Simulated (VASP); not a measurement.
Set up this calculation in VASP 6.6.1, as the native input.

```
Task                   : relaxation of cell and atoms
Functional             : LDA
Potentials or basis    : VASP PAW LDA potentials, release 64 (Mg)
Cutoff                 : 600 eV
k mesh                 : 20 × 20 × 20
Occupations            : gaussian, width 0.1 eV
Spin                   : no spin polarisation
Target pressure        : 75 GPa
Dipole correction      : no
Further INCAR settings : ALGO = Fast; EDIFF = 1e-07; IBRION = 2; EDIFFG = -0.004; NSW = 70; ISIF = 3
```

The structure of Mg lies in POSCAR:

```
Mg
1.0
   -1.4895935573      1.4895935573      1.4895935573
    1.4895935573     -1.4895935573      1.4895935573
    1.4895935573      1.4895935573     -1.4895935573
Mg
1
Direct
    0.0000000000      0.0000000000      0.0000000000
```

These files were run (other wordings do the same):

INCAR

```
PREC = Accurate
ENCUT = 600
EDIFF = 1E-7
ISMEAR = 0
SIGMA = 0.1
LREAL = F
LASPH = T
NELM = 100
ALGO = Fast
ISIF = 3
LWAVE = F
LCHARG = F
GGA = CA
IBRION = 2
NSW = 70
EDIFFG = -0.004
PSTRESS = 750.0
```

KPOINTS

```
regular mesh
0
Gamma
  20 20 20
```

Potentials or basis: VASP PAW LDA potentials, release 64 (Mg).

The run is started by

```sh
$ cat potpaw_LDA.64/Mg/POTCAR > POTCAR
$ mpirun -np 1 vasp_std > vasp.out
```

Results of the run:

```yaml
Relaxed_volume: 11.92 Å³/atom
Relaxed_cell: a = 2.492 Å, b = 2.492 Å, c = 2.492 Å, α = 109.47°, β = 109.47°, γ = 109.47°
Space_group_after_relaxing_to_0.05_Å: Im-3m (No. 229)
Energy_change_on_relaxing_the_enthalpy_is_what_falls: +503.2 meV/atom
Ionic_steps: 7
Pressure_after_relaxing: 75.0 GPa
Band_gap_on_the_k_mesh: zero (band 1 reaches 10.92 eV, above the bottom of band 2 at 6.10 eV)
```

Caveat: the cell is relaxed towards a set pressure, so the enthalpy falls and the energy may rise.

It took 22 s on 1 thread of Intel(R) Xeon(R) 6975P-C (Granite Rapids) (shared host), peak memory 0.16 GiB.
